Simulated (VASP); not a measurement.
NbCu:

```
Nb Cu
1.0
     0.00000    2.56221    2.56221
     2.56221    0.00000    2.56221
     2.56221    2.56221    0.00000
Nb Cu
1 1
Direct
  0.00000 0.00000 0.00000
  0.50000 0.50000 0.50000
```

| Quantity | Value |
| --- | --- |
| Program | VASP 6.6.1 |
| Task | relaxation of cell and atoms |
| Functional | LDA |
| Potentials or basis | VASP PAW LDA potentials, release 64 (Nb_sv, Cu) |
| Cutoff | 600 eV |
| k mesh | 9 × 9 × 9 |
| Occupations | fermi-dirac, width 0.05 eV |
| Spin | no spin polarisation |

At the start: pressure -9.5 GPa; volume 16.82 Å³/atom.

Q: How do energy, volume and symmetry change on relaxing?

A: Over 4 steps the energy falls by 32.9 meV/atom and the volume is 15.78 Å³/atom (-6.2 %); space group Fm-3m (No. 225, to 0.1 Å) before and after.

Step by step:
| step | energy change (eV) | largest force (eV/Å) | pressure (GPa) | volume (Å³) |
| --- | --- | --- | --- | --- |
| 1 | 0.0000 | 0.0000 | -9.46 | 33.64 |
| 2 | 0.0575 | 0.0000 | 16.79 | 29.04 |
| 3 | -0.0658 | 0.0000 | -0.22 | 31.59 |
| 4 | -0.0658 | 0.0000 | -0.09 | 31.55 |

Final structure:
```yaml
crystal:
  lattice:
    - [0.00000, 2.50807, 2.50807]
    - [2.50807, 0.00000, 2.50807]
    - [2.50807, 2.50807, 0.00000]
  atoms:
    - { symbol: Nb, position: [0.00000, 0.00000, 0.00000] }
    - { symbol: Cu, position: [0.50000, 0.50000, 0.50000] }
```
